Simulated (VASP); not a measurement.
# PtS2 (P4_2/mnm) in VASP: a series of runs, part 2 of 2

VASP 6.6.1. The steps go on from the part before.

## (3) Relaxation of cell and atoms, PBE

This run uses another cell than the first one, of 25.81 Å³/atom, 1.364 times its volume.

The input, INCAR:

```
ALGO = Normal
EDIFF = 1E-6
EDIFFG = -0.04
ENCUT = 600
GGA = PE
IBRION = 2
ISIF = 3
ISMEAR = 0
LASPH = True
LCHARG = False
LREAL = False
LWAVE = False
NELM = 60
NSW = 90
PREC = Accurate
SIGMA = 0.1
```

The input, KPOINTS:

```
k-points
0
Gamma
  4 4 2
```

The input, POSCAR:

```
PtS2
1.0
    4.2935069400      0.0000000000      0.0000000000
    0.0000000000      4.2935069400      0.0000000000
    0.0000000000      0.0000000000      8.4010566100
Pt S
2 4
Direct
    0.0000000000      0.0000000000      0.0000000000
    0.5000000000      0.5000000000      0.5000000000
    0.6914268400      0.3085731600      0.0000000000
    0.3085731600      0.6914268400      0.0000000000
    0.1914268400      0.1914268400      0.5000000000
    0.8085731600      0.8085731600      0.5000000000
```

Potentials or basis: VASP PAW PBE potentials, release 64 (Pt, S).

Launch:

```bash
$ cat potpaw_PBE.64/Pt/POTCAR potpaw_PBE.64/S/POTCAR > POTCAR
$ mpirun -np 1 vasp_std > vasp.out
```

OUTCAR:

```text
EDIFF = 1E-6
   EDIFFG = -0.04
   ENCUT = 600
   GGA = PE
   IBRION = 2
   ISIF = 3
   ISMEAR = 0
   LASPH = True
   LREAL = False
   NELM = 60
   NSW = 90
   PREC = Accurate

 ion  position               nearest neighbor table
   1  0.000  0.000  0.000-   3 1.87   4 1.87
   2  0.500  0.500  0.500-   5 1.87   6 1.87
   3  0.691  0.309  0.000-   1 1.87   4 2.32
   4  0.309  0.691  0.000-   1 1.87   3 2.32
   5  0.191  0.191  0.500-   2 1.87   6 2.32
   6  0.809  0.809  0.500-   2 1.87   5 2.32

  LATTYP: Found a simple tetragonal cell.
 ALAT       =     4.2935069400
 C/A-ratio  =     1.9566887226

  Lattice vectors:

 A1 = (   4.2935069400,   0.0000000000,   0.0000000000)
 A2 = (   0.0000000000,   4.2935069400,   0.0000000000)
 A3 = (   0.0000000000,   0.0000000000,   8.4010566100)

Analysis of symmetry for initial positions (statically):
=====================================================================
 Subroutine PRICEL returns:
 Original cell was already a primitive cell.

 Routine SETGRP: Setting up the symmetry group for a
 simple tetragonal supercell.

 Subroutine GETGRP returns: Found 16 space group operations
 (whereof  8 operations were pure point group operations)
 out of a pool of 16 trial point group operations.

The static configuration has the point symmetry D_2h.
[... 165 lines left out ...]
  Direction    XX          YY          ZZ          XY          YZ          ZX
  --------------------------------------------------------------------------------------
  -------------------------------------------------------------------------------------
  Total       45.4160708     45.4160708      0.0553312     -0.0000000      0.0000000      0.0000000
  in kB      469.8528779    469.8528779      0.5724298     -0.0000000      0.0000000      0.0000000
  external PRESSURE =     313.4260619 kB  Pullay stress =       0.0000000 kB
[... 107 lines left out ...]
--------------------------------------- Ionic step        4  -------------------------------------------

 number of electron      44.0000007 magnetization

 E-fermi :  -0.2040     XC(G=0):  -6.8815

 val. band max:       -0.2442474562   @ k =   0.5000   0.0000   0.0000
 cond. band min:      -0.1846357233   @ k =   0.2500   0.0000   0.5000
 fundamental gap:      0.0596117329
 Fermi energy:        -0.2039750764

 k-point     1 :       0.0000    0.0000    0.0000
  band No.  band energies     occupation
      1     -15.9603      2.00000
      2     -15.9452      2.00000
      3     -10.4426      2.00000
      4     -10.4426      2.00000
      5      -5.8475      2.00000
      6      -5.7871      2.00000
[... 496 lines left out ...]
--------------------------------------- Ionic step        8  -------------------------------------------

 number of electron      43.9999999 magnetization

 Free energy of the ion-electron system (eV)
  ---------------------------------------------------
  ext. energy  EPLUGINS =         0.00000000
  ---------------------------------------------------
  free energy    TOTEN  =       -23.17498228 eV

  energy without entropy =      -23.11971296  energy(sigma->0) =      -23.14734762

 E-fermi :   1.9686     XC(G=0):  -8.2219

 val. band max:        1.9594152718   @ k =   0.5000   0.2500   0.5000
 cond. band min:       2.0636591372   @ k =   0.5000   0.2500   0.5000
 fundamental gap:      0.1042438654
 Fermi energy:         1.9685620138

 k-point     1 :       0.0000    0.0000    0.0000
  band No.  band energies     occupation
      1     -13.2814      2.00000
      2     -13.2331      2.00000
      3      -8.9541      2.00000
      4      -8.9541      2.00000
      5      -6.0122      2.00000
      6      -5.9946      2.00000
[... 370 lines left out ...]
  FREE ENERGIE OF THE ION-ELECTRON SYSTEM (eV)
  ---------------------------------------------------
  free  energy   TOTEN  =       -23.1749822771 eV

  energy  without entropy=      -23.1197129594  energy(sigma->0) =      -23.14734762

 reached required accuracy - stopping structural energy minimisation
```

Wall time 9.8 min (1 thread of AMD EPYC 7R43 (Zen 3), shared host); peak memory 0.29 GiB.

What came out:

| Quantity | Value |
| --- | --- |
| Free energy | -23.1750 eV |
| Relaxed volume | 28.92 Å³/atom |
| Relaxed cell | a = 4.545 Å, b = 4.545 Å, c = 8.402 Å, α = 90.00°, β = 90.00°, γ = 90.00° |
| Space group after relaxing (to 0.05 Å) | P4_2/mnm (No. 136) |
| Energy gained by relaxing | 846.3 meV/atom |
| Ionic steps | 8 |
| Pressure after relaxing | -0.1 GPa |
| Largest force after relaxing | 0.006 eV/Å |
| Band gap on the k mesh | zero (band 22 reaches 2.92 eV, above the bottom of band 23 at 0.94 eV) |

Forces in eV/Å, atoms in the order of the input:
```
Pt   0.000  0.000  0.000
Pt   0.000  0.000  0.000
S   -0.004  0.004  0.000
S    0.004 -0.004  0.000
S   -0.004 -0.004  0.000
S    0.004  0.004  0.000
```

The path:
| step | energy change (eV) | largest force (eV/Å) | pressure (GPa) | volume (Å³) |
| --- | --- | --- | --- | --- |
| 1 | 0.0000 | 10.8282 | 31.34 | 154.87 |
| 2 | 3.2553 | 7.0268 | 1.70 | 288.75 |
| 3 | 1.6502 | 3.9477 | -1.37 | 264.71 |
| 4 | 0.3930 | 2.7176 | -3.69 | 245.94 |
| 5 | -3.6653 | 1.8165 | -6.57 | 197.78 |
| 6 | -5.0594 | 0.3104 | -1.22 | 175.67 |
| 7 | -5.0705 | 0.2422 | 0.67 | 172.13 |
| 8 | -5.0777 | 0.0056 | -0.13 | 173.54 |

Final structure:
```
Pt S
1.0
     4.54479    0.00000    0.00000
     0.00000    4.54479    0.00000
     0.00000    0.00000    8.40166
Pt S
2 4
Direct
  0.00000 0.00000 0.00000
  0.50000 0.50000 0.50000
  0.66319 0.33681 0.00000
  0.33681 0.66319 0.00000
  0.16319 0.16319 0.50000
  0.83681 0.83681 0.50000
```

Levels at points of the mesh, in eV from the Fermi level:
```tsv
k point	band 19	band 20	band 21	band 22	band 23	band 24	band 25	band 26
(0.00, 0.00, 0.00)	-1.43	-1.35	0.90	0.95	1.05	1.05	1.86	1.86
(0.50, 0.00, 0.00)	-1.18	-1.18	-1.17	-1.17	-1.03	-1.03	0.74	0.74
(0.50, 0.50, 0.00)	-1.34	-1.34	0.89	0.89	1.34	1.34	4.42	4.42
(0.00, 0.00, 0.50)	-1.43	-1.43	0.93	0.93	1.04	1.04	1.86	1.86
(0.50, 0.00, 0.50)	-1.29	-1.29	-1.11	-1.11	-0.92	-0.92	0.78	0.78
(0.50, 0.50, 0.50)	-1.28	-1.28	0.88	0.88	1.34	1.34	2.70	4.21
```

Caveat: the k points lie up to 0.37 Å⁻¹ apart in the final cell; spin-orbit coupling is left out, which moves the levels of the heavy elements.

## (4) Relaxation of cell and atoms, PBE

This run uses another cell than the first one, of 19.12 Å³/atom, 1.010 times its volume.

The input, INCAR:

```
SYSTEM = PtS2
  PREC = Accurate
  ENCUT = 600
  EDIFF = 1E-6
  ISMEAR = 0
  SIGMA = 0.1
  LREAL = .FALSE.
  LASPH = .TRUE.
  NELM = 100
  ALGO = Normal
  ISIF = 3
  LWAVE = .FALSE.
  LCHARG = .FALSE.
  GGA = PE
  IBRION = 2
  NSW = 90
  EDIFFG = -0.04
```

The input, KPOINTS:

```
Automatic mesh
0
G
  4 4 4
  0 0 0
```

The input, POSCAR:

```
PtS2
1.0
    5.5100949834      0.0000000000      0.0000000000
    0.0000000000      5.5100949834      0.0000000000
    0.0000000000      0.0000000000      3.7794703865
Pt S
2 4
Direct
    0.0000000000      0.0000000000      0.0000000000
    0.5000000000      0.5000000000      0.5000000000
    0.6880496136      0.3119503864      0.0000000000
    0.3119503864      0.6880496136      0.0000000000
    0.1880496136      0.1880496136      0.5000000000
    0.8119503864      0.8119503864      0.5000000000
```

Potentials or basis: VASP PAW PBE potentials, release 64 (Pt, S).

Launch:

```bash
$ cat potpaw_PBE.64/Pt/POTCAR potpaw_PBE.64/S/POTCAR > POTCAR
$ mpirun -np 1 vasp_std > vasp.out
```

OUTCAR:

```text
SYSTEM = PtS2
   PREC = Accurate
   ENCUT = 600
   EDIFF = 1E-6
   ISMEAR = 0
   LREAL = .FALSE.
   LASPH = .TRUE.
   NELM = 100
   ISIF = 3
   GGA = PE
   IBRION = 2
   NSW = 90
   EDIFFG = -0.04

 ion  position               nearest neighbor table
   1  0.000  0.000  0.000-   5 2.39   6 2.39   5 2.39   6 2.39   3 2.43   4 2.43
   2  0.500  0.500  0.500-   3 2.39   4 2.39   3 2.39   4 2.39   5 2.43   6 2.43
   3  0.688  0.312  0.000-   2 2.39   2 2.39   1 2.43
   4  0.312  0.688  0.000-   2 2.39   2 2.39   1 2.43
   5  0.188  0.188  0.500-   1 2.39   1 2.39   2 2.43
   6  0.812  0.812  0.500-   1 2.39   1 2.39   2 2.43

  LATTYP: Found a simple tetragonal cell.
 ALAT       =     5.5100949834
 C/A-ratio  =     0.6859174656

  Lattice vectors:

 A1 = (   5.5100949834,   0.0000000000,   0.0000000000)
 A2 = (   0.0000000000,   5.5100949834,   0.0000000000)
 A3 = (   0.0000000000,   0.0000000000,   3.7794703865)

Analysis of symmetry for initial positions (statically):
=====================================================================
 Subroutine PRICEL returns:
 Original cell was already a primitive cell.

 Routine SETGRP: Setting up the symmetry group for a
 simple tetragonal supercell.

 Subroutine GETGRP returns: Found 16 space group operations
 (whereof  8 operations were pure point group operations)
 out of a pool of 16 trial point group operations.

The static configuration has the point symmetry D_2h.
 The point group associated with its full space group is D_4h.

Analysis of symmetry for dynamics (positions and initial velocities):
=====================================================================
 Subroutine PRICEL returns:
 Original cell was already a primitive cell.

 Routine SETGRP: Setting up the symmetry group for a
 simple tetragonal supercell.

 Subroutine GETGRP returns: Found 16 space group operations
 (whereof  8 operations were pure point group operations)
 out of a pool of 16 trial point group operations.

The dynamic configuration has the point symmetry D_2h.
 The point group associated with its full space group is D_4h.

 Subroutine INISYM returns: Found 16 space group operations
 (whereof  8 operations are pure point group operations),
 and found     1 'primitive' translations

----------------------------------------------------------------------------------------

                                     Primitive cell

  volume of cell :     114.7491

  direct lattice vectors                    reciprocal lattice vectors
     5.510094983  0.000000000  0.000000000     0.181485075  0.000000000  0.000000000
     0.000000000  5.510094983  0.000000000     0.000000000  0.181485075  0.000000000
     0.000000000  0.000000000  3.779470386     0.000000000  0.000000000  0.264587336

  length of vectors
     5.510094983  5.510094983  3.779470386     0.181485075  0.181485075  0.264587336

  position of ions in fractional coordinates (direct lattice)
     0.000000000  0.000000000  0.000000000
     0.500000000  0.500000000  0.500000000
     0.688049614  0.311950386  0.000000000
     0.311950386  0.688049614  0.000000000
     0.188049614  0.188049614  0.500000000
     0.811950386  0.811950386  0.500000000

  ion indices of the primitive-cell ions
   primitive index   ion index
                 1           1
                 2           2
                 3           3
                 4           4
                 5           5
                 6           6

----------------------------------------------------------------------------------------

 KPOINTS: Automatic mesh

Automatic generation of k-mesh.
 Grid dimensions read from file:
 generate k-points for:    4    4    4

 Generating k-lattice:

  Cartesian coordinates                     Fractional coordinates (reciprocal lattice)
     0.045371269  0.000000000  0.000000000     0.250000000  0.000000000  0.000000000
     0.000000000  0.045371269  0.000000000     0.000000000  0.250000000  0.000000000
     0.000000000  0.000000000  0.066146834     0.000000000  0.000000000  0.250000000

  Length of vectors
     0.045371269  0.045371269  0.066146834

  Shift w.r.t. Gamma in fractional coordinates (k-lattice)
     0.000000000  0.000000000  0.000000000

 Subroutine IBZKPT returns following result:
 ===========================================

 Found     18 irreducible k-points:

 Following reciprocal coordinates:
            Coordinates               Weight
  0.000000  0.000000  0.000000      1.000000
  0.250000  0.000000  0.000000      4.000000
  0.500000  0.000000  0.000000      2.000000
  0.250000  0.250000  0.000000      4.000000
  0.500000  0.250000  0.000000      4.000000
  0.500000  0.500000  0.000000      1.000000
[... 10 lines left out ...]
  0.500000  0.250000  0.500000      4.000000
  0.500000  0.500000  0.500000      1.000000
   k-points           NKPTS =     18   k-points in BZ     NKDIM =     18   number of bands    NBANDS=     26
   number of dos      NEDOS =    301   number of ions     NIONS =      6
   total plane-waves  NPLWV =  69120
   dimension x,y,z NGX =    48 NGY =   48 NGZ =   30
   dimension x,y,z NGXF=    96 NGYF=   96 NGZF=   60
   ions per type =               2   4
   NGX,Y,Z   is equivalent  to a cutoff of  14.48, 14.48, 13.20 a.u.
   NGXF,Y,Z  is equivalent  to a cutoff of  28.96, 28.96, 26.39 a.u.
 SYSTEM =  PtS2
   PREC   = accura    normal or accurate (medium, high low for compatibility)
   ISTART =      0    job   : 0-new  1-cont  2-samecut
   ICHARG =      2    charge: 1-file 2-atom 10-const
   ISPIN  =      1    spin polarized calculation?
   LNONCOLLINEAR =      F non collinear calculations
   LSORBIT =      F    spin-orbit coupling
   LASPH  =      T    aspherical Exc in radial PAW
   ENCUT  =  600.0 eV  44.10 Ry    6.64 a.u.  11.01 11.01  7.55*2*pi/ulx,y,z
   NELM   =    100;   NELMIN=  2; NELMDL= -5     # of ELM steps
   EDIFF  = 0.1E-05   stopping-criterion for ELM
   LREAL  =      F    real-space projection
   EDIFFG = -.4E-01   stopping-criterion for IOM
   NSW    =     90    number of steps for IOM
   IBRION =      2    ionic relax: 0-MD 1-quasi-New 2-CG
   NFREE  =      1    steps in history (QN), initial steepest desc. (CG)
   ISIF   =      3    stress and relaxation
   ISYM   =      2    0-nonsym 1-usesym 2-fastsym
   POTIM  = 0.5000    time-step for ionic-motion
   TEBEG  =    0.0;   TEEND  =   0.0 temperature during run
   PSTRESS=    0.0 pullay stress
   NELECT =      44.0000    total number of electrons
   NUPDOWN=      -1.0000    fix difference up-down
   EMIN   =  10.00;   EMAX   =-10.00  energy-range for DOS
   EFERMI =   0.00;   METHOD = LEGACY
   ISMEAR =     0;   SIGMA  =   0.10  broadening in eV -4-tet -1-fermi 0-gaus
   EFERMI_NEDOS =   21; number of points for ismear=-14 and -15
   IALGO  =     38    algorithm
   IMIX   =      4    mixing-type and parameters
     AMIX     =   0.40;   BMIX     =  1.00
     AMIX_MAG =   1.60;   BMIX_MAG =  1.00
  volume/ion in A,a.u.               =      19.12       129.06
  Fermi-wavevector in a.u.,A,eV,Ry     =   1.189349  2.247544 19.246139  1.414551
  Thomas-Fermi vector in A             =   2.325458
   LORBIT       =      0    0 simple, 1 ext, 2 COOP (PROOUT), +10 PAW based schemes
   GGA     = PE    functional components
   LHFCALC =     F    Hartree Fock is set to
   AEXX    =    0.0000 exact exchange contribution
   IVDW    =     0    specifies the selected vdW correction
   LEPSILON=     F    determine dielectric tensor
   LRPA    =     F    only Hartree local field effects (RPA)
 conjugate gradient relaxation of ions
 non-spin polarized calculation
 Gauss-broadening in eV      SIGMA  =   0.10
  energy-cutoff  :      600.00
  volume of cell :      114.75
 maximum number of plane-waves:      3856
 NGX is ok and might be reduce to    48
   NGX = 23   NGY = 23   NGZ = 15

--------------------------------------- Ionic step        1  -------------------------------------------

 number of electron      44.0000004 magnetization

 Free energy of the ion-electron system (eV)
  ---------------------------------------------------
  ext. energy  EPLUGINS =         0.00000000
  ---------------------------------------------------
  free energy    TOTEN  =       -28.85448274 eV

  energy without entropy =      -28.81901360  energy(sigma->0) =      -28.83674817

------------------------ aborting loop because EDIFF is reached ----------------------------------------

  FORCE on cell =-STRESS in cart. coord.  units (eV):
  Direction    XX          YY          ZZ          XY          YZ          ZX
  --------------------------------------------------------------------------------------
  -------------------------------------------------------------------------------------
  Total       -1.0654671     -1.0654671      0.8415268      0.0000000      0.0000000      0.0000000
  in kB      -14.8765259    -14.8765259     11.7497708      0.0000000      0.0000000      0.0000000
  external PRESSURE =      -6.0010937 kB  Pullay stress =       0.0000000 kB
[... 145 lines left out ...]
  energy  without entropy=      -28.8412087652  energy(sigma->0) =      -28.85832865

--------------------------------------- Ionic step        5  -------------------------------------------

 number of electron      43.9999999 magnetization

 Free energy of the ion-electron system (eV)
  ---------------------------------------------------
  ext. energy  EPLUGINS =         0.00000000
  ---------------------------------------------------
  free energy    TOTEN  =       -28.87563232 eV

  energy without entropy =      -28.84105092  energy(sigma->0) =      -28.85834162

 E-fermi :   6.0369     XC(G=0): -10.5267

 val. band max:        6.0186254252   @ k =   0.5000   0.2500   0.0000
 cond. band min:       6.0390033286   @ k =   0.2500   0.2500   0.0000
 fundamental gap:      0.0203779034
 Fermi energy:         6.0369089734

 k-point     1 :       0.0000    0.0000    0.0000
  band No.  band energies     occupation
      1      -8.7633      2.00000
      2      -7.0769      2.00000
      3      -6.2380      2.00000
      4      -6.2380      2.00000
      5      -1.8160      2.00000
      6      -1.0929      2.00000
[... 544 lines left out ...]
  FREE ENERGIE OF THE ION-ELECTRON SYSTEM (eV)
  ---------------------------------------------------
  free  energy   TOTEN  =       -28.8756323166 eV

  energy  without entropy=      -28.8410509212  energy(sigma->0) =      -28.85834162

 reached required accuracy - stopping structural energy minimisation
```

Wall time 3.7 min (1 thread of AMD EPYC 7R43 (Zen 3), shared host); peak memory 0.24 GiB.

Results:

* Free energy: -28.8756 eV
* Relaxed volume: 18.91 Å³/atom
* Relaxed cell: a = 5.449 Å, b = 5.449 Å, c = 3.822 Å, α = 90.00°, β = 90.00°, γ = 90.00°
* Space group after relaxing (to 0.05 Å): P4_2/mnm (No. 136)
* Energy gained by relaxing: 3.5 meV/atom
* Ionic steps: 5
* Pressure after relaxing: -0.2 GPa
* Largest force after relaxing: 0.025 eV/Å
* Band gap on the k mesh: zero (band 22 reaches 6.25 eV, above the bottom of band 23 at 5.88 eV)

Forces in eV/Å, atoms in the order of the input:
```
Pt   0.000  0.000  0.000
Pt   0.000  0.000  0.000
S   -0.017  0.017  0.000
S    0.017 -0.017  0.000
S   -0.017 -0.017  0.000
S    0.017  0.017  0.000
```

Step by step:
```
step  energy change (eV)  largest force (eV/Å)  pressure (GPa)  volume (Å³)
   1              0.0000                0.1758           -0.60       114.75
   2             -0.0195                0.0306           -0.08       113.55
   3             -0.0210                0.0274            0.17       113.14
   4             -0.0210                0.0233            0.16       113.17
   5             -0.0211                0.0246           -0.22       113.48
```

Final structure:
```xyz
6
Lattice="5.4489 0.0000 0.0000 0.0000 5.4489 0.0000 0.0000 0.0000 3.8221" Properties=species:S:1:pos:R:3 pbc="T T T"
Pt    0.0000    0.0000    0.0000
Pt    2.7244    2.7244    1.9110
S     3.7562    1.6927    0.0000
S     1.6927    3.7562    3.8221
S     1.0317    1.0317    1.9110
S     4.4172    4.4172    1.9110
```

Caveat: the k points lie up to 0.41 Å⁻¹ apart in the final cell; spin-orbit coupling is left out, which moves the levels of the heavy elements.

## (5) The runs side by side

```csv
task,cell,k mesh,cutoff (eV),gap on the mesh (eV),pressure (GPa),relaxed volume (Å³/atom),largest force (eV/Å)
single point,"a = 5.448, b = 5.448, c = 3.827 Å, 6 atoms",4 × 4 × 4,520,none,-0.4,-,0.01
relaxation of cell and atoms,"relaxed from a = 4.294, b = 4.294, c = 8.401 Å, 6 atoms",4 × 4 × 2,600,none,-0.1,28.92,0.01
relaxation of cell and atoms,"relaxed from a = 5.510, b = 5.510, c = 3.779 Å, 6 atoms",4 × 4 × 4,600,none,-0.2,18.91,0.02
```

Alike in all rows: level PBE; potentials or basis VASP PAW PBE potentials, release 64 (Pt, S); no spin polarisation; smearing gaussian 0.1 eV.

Caveats: all runs use coarse meshes; spin-orbit coupling is left out, which moves the levels of the heavy elements.

Total energies depend on the potentials used, so only differences within one code and one set of settings carry meaning.
